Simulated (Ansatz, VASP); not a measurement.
**One calculation of CdS, two programs**

The input INCAR:

```
SYSTEM = CdS
PREC = Accurate ; ENCUT = 500
EDIFF = 1E-6 ; ISMEAR = 0
SIGMA = 0.01 ; LREAL = .False.
LASPH = .True. ; NELM = 120
ALGO = Normal ; ISIF = 2
LWAVE = .False. ; LCHARG = .False.
GGA = PS ; NBANDS = 16
GGA_COMPAT = .False.
```

Contents of KPOINTS:

```
Automatic mesh
0
Gamma
  2 2 1
  0 0 0
```

POSCAR

```
CdS
1.0
    4.2611700000      0.0000000000      0.0000000000
   -2.1305800000      3.6902800000      0.0000000000
    0.0000000000      0.0000000000      5.8041700000
Cd S
1 1
Direct
    0.0000000000      0.0000000000      0.4426900000
    0.6666666667      0.3333333333      0.4343100000
```

Input for Ansatz:

```yaml
crystal:
  lattice:
    - [4.26117, 0.0, 0.0]
    - [-2.13058, 3.69028, 0.0]
    - [0.0, 0.0, 5.80417]
  atoms:
    - { symbol: Cd, position: [0.0, 0.0, 0.44269000000000003] }
    - { symbol: S, position: [0.6666666666666666, 0.3333333333333333, 0.4343099999999999] }
basis:
  ecutwfc: 420.0
kpoints:
  mp_grid:
    grid: [2, 2, 1]
hamiltonian:
  xc: pbesol
scf:
  convergence:
    dr2_threshold: 1.0e-09
  mixing:
    algorithm: anderson
    preconditioner: kerker
  occupations:
    method: fixed
output:
  eigenvalues: true
```

Alike in both runs: task single point; functional PBEsol; k mesh 2 × 2 × 1; no spin polarisation.

|  | VASP | Ansatz |
| --- | --- | --- |
| version | VASP 6.6.1 | Ansatz 0.2.0 |
| potentials or method | VASP PAW PBE potentials, release 64 (Cd, S), cutoff 500 eV | plane waves, PAW |
| occupations | gaussian, width 0.01 eV | fixed |
| valence electrons in the cell | 18 | 26 |

|  | VASP | Ansatz | Ansatz less VASP |
| --- | --- | --- | --- |
| gap on the k mesh at the Fermi level (eV) | 1.22 | 1.22 | -0.002 |

VASP's potentials were made for PBE, not for PBEsol. VASP's potentials hold 18 valence electrons a cell and Ansatz's 26, so a difference there can come from the potentials and not from the codes.

The k mesh is coarse, so the values compare programs but aren't converged.
